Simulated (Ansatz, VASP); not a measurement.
# KF in VASP and in Ansatz

The input INCAR:

```
SYSTEM = KF
PREC     = Accurate       ! precision mode
ENCUT    = 520            ! plane-wave cutoff, eV
EDIFF    = 1E-7           ! SCF threshold, eV
ISMEAR   = 0              ! smearing method
SIGMA    = 0.05           ! smearing width, eV
LREAL    = .False.        ! projectors in reciprocal space
LASPH    = .True.         ! aspherical terms in the spheres
NELM     = 60             ! most SCF steps
ALGO     = Normal         ! electronic algorithm
ISIF     = 2              ! what is computed and relaxed
LWAVE    = .False.        ! write WAVECAR
LCHARG   = .True.         ! write CHGCAR
LELF     = .True.         ! ELF
LVHAR    = .True.       
NBANDS   = 15             ! bands
```

File KPOINTS:

```
regular mesh
0
Gamma
  8 8 8
  0 0 0
```

POSCAR

```
KF
1.0
    0.0000000000      2.5817196783      2.4849051904
    2.4913594896      0.0000000000      2.4849051904
    2.4913594896      2.5817196783      0.0000000000
K F
1 1
Direct
    0.0000000000      0.0000000000      0.0000000000
    0.5000000000      0.5000000000      0.5000000000
```

Input for Ansatz:

```yaml
crystal:
  lattice:
    - [0.0, 2.5817196783, 2.4849051904]
    - [2.4913594896, 0.0, 2.4849051904]
    - [2.4913594896, 2.5817196783, 0.0]
  atoms:
    - { symbol: K, position: [0.0, 0.0, 0.0] }
    - { symbol: F, position: [0.5, 0.5, 0.5] }
basis:
  ecutwfc: 520.0
kpoints:
  mp_grid: { grid: [8, 8, 8] }
hamiltonian:
  xc: lda
scf:
  occupations: { method: gaussian, width: 0.05 }
output:
  forces: true
  stress: true
  eigenvalues: true
  write_density: true
  write_potential: true
  elf: true
  volumetric_format: npy
```

Change from the starting cell: normal strain along x -0.0350, normal strain along z -0.0375.

Alike in both runs: task single point; functional LDA; k mesh 8 × 8 × 8; occupations gaussian, width 0.05 eV; no spin polarisation.

```csv
,VASP,Ansatz
version,VASP 6.6.1,Ansatz 0.2.0
potentials or method,"VASP PAW LDA potentials, release 64 (K_sv, F), cutoff 520 eV","scalar-relativistic, plane waves, PAW"
valence electrons in the cell,16,16
```

|  | VASP | Ansatz | Ansatz less VASP |
| --- | --- | --- | --- |
| gap on the k mesh at the Fermi level (eV) | 6.70 | 6.72 | +0.021 |
| least direct gap on the mesh (eV) | 6.73 | 6.75 | +0.022 |
| pressure (GPa) | 4.5 | 4.0 | -0.40 |
| traceless stress, the component that is largest in VASP (GPa) | -2.83 | -2.70 | +0.137 |

LDA's correlation is that of Perdew and Zunger in VASP and of Perdew and Wang (1992) in Ansatz.
